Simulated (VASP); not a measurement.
Wanted: the native input for a VASP 6.6.1 run.

```
Task                   : single point
Functional             : PBEsol
Potentials or basis    : VASP PAW PBE potentials, release 64 (Zn, Se)
Cutoff                 : 520 eV
k mesh                 : 7 × 5 × 1
Occupations            : gaussian, width 0.05 eV
Spin                   : no spin polarisation
Dipole correction      : yes
Further INCAR settings : ALGO = Normal; EDIFF = 1e-06; NBANDS = 76
```

The structure of ZnSe lies in POSCAR:

```
ZnSe
1.0
    3.9832742679      0.0000000000      0.0000000000
    0.0000000000      5.6332004923      0.0000000000
    0.0000000000      0.0000000000     26.9498228036
Zn Se
7 7
Direct
    0.5000000000      0.5000000000      0.2782949652
    0.0000000000      0.0000000000      0.3521966435
    0.5000000000      0.5000000000      0.4260983217
    0.0000000000      0.0000000000      0.5000000000
    0.5000000000      0.5000000000      0.5739016783
    0.0000000000      0.0000000000      0.6478033565
    0.5000000000      0.5000000000      0.7217050348
    0.0000000000      0.7500000000      0.2782949652
    0.5000000000      0.2500000000      0.3521966435
    0.0000000000      0.7500000000      0.4260983217
    0.5000000000      0.2500000000      0.5000000000
    0.0000000000      0.7500000000      0.5739016783
    0.5000000000      0.2500000000      0.6478033565
    0.0000000000      0.7500000000      0.7217050348
```

These files were run (other wordings do the same):

INCAR

```
SYSTEM = ZnSe
PREC = Accurate
ENCUT = 520
EDIFF = 1E-6
ISMEAR = 0
SIGMA = 0.05
LREAL = .FALSE.
LASPH = .TRUE.
NELM = 100
ALGO = Normal
ISIF = 2
LWAVE = .FALSE.
LCHARG = .TRUE.
LDIPOL = .TRUE.
IDIPOL = 3
DIPOL = 0.5 0.5 0.500
GGA = PS
LELF = .TRUE.
LVHAR = .TRUE.
LVACPOTAV = .TRUE.
NBANDS = 76
```

KPOINTS

```
regular mesh
0
G
  7 5 1
  0 0 0
```

Potentials or basis: VASP PAW PBE potentials, release 64 (Zn, Se).

Command:

```sh
$ cat potpaw_PBE.64/Zn/POTCAR potpaw_PBE.64/Se/POTCAR > POTCAR
$ mpirun -np 1 vasp_std > vasp.out
```

It gave:

```yaml
Largest_force: 1.491 eV/Å
Band_gap_on_the_k_mesh: 1.07 eV
```

Caveat: the PAW data sets were made with another functional, which shifts forces and pressure a little.

Run time: 21 min on 1 thread of Intel(R) Xeon(R) Platinum 8259CL CPU @ 2.50GHz (Skylake/Cascade Lake), with other jobs on the host, peak memory 0.76 GiB.
